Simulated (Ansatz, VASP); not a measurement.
# One calculation of SnSe, two programs

```
Sn Se
1.0
     4.18990    0.00000    0.00000
     0.00000    4.18990    0.00000
     0.00000    0.00000   21.95925
Sn Se
4 4
Direct
  0.50000 0.00000 0.19364
  0.50000 0.00000 0.68453
  0.00000 0.50000 0.31547
  0.00000 0.50000 0.80636
  0.50000 0.00000 0.31544
  0.50000 0.00000 0.80634
  0.00000 0.50000 0.19366
  0.00000 0.50000 0.68456
```

Change from the starting cell: mode 1 (-0.4 1/cm) frozen in, largest displacement +0.100 Å.

Alike in both runs: task single point; functional LDA; k mesh 6 × 6 × 2; occupations gaussian, width 0.05 eV; no spin polarisation.

|  | VASP | Ansatz |
| --- | --- | --- |
| version | VASP 6.6.1 | Ansatz 0.2.0 |
| potentials or method | VASP PAW LDA potentials, release 64 (Sn_d, Se), cutoff 520 eV | scalar-relativistic, plane waves, PAW |
| valence electrons in the cell | 80 | 120 |

|  | VASP | Ansatz | Ansatz less VASP |
| --- | --- | --- | --- |
| gap on the k mesh at the Fermi level (eV) | 1.45 | 1.46 | +0.017 |
| least direct gap on the mesh (eV) | 1.50 | 1.52 | +0.016 |
| rms of the force components (eV/Å) | 0.014 | 0.001 | -0.0135 |

LDA's correlation is that of Perdew and Zunger in VASP and of Perdew and Wang (1992) in Ansatz. Atom by atom the forces differ by 0.014 eV/Å (rms over components). VASP's potentials hold 80 valence electrons a cell and Ansatz's 120, so a difference there can come from the potentials and not from the codes.
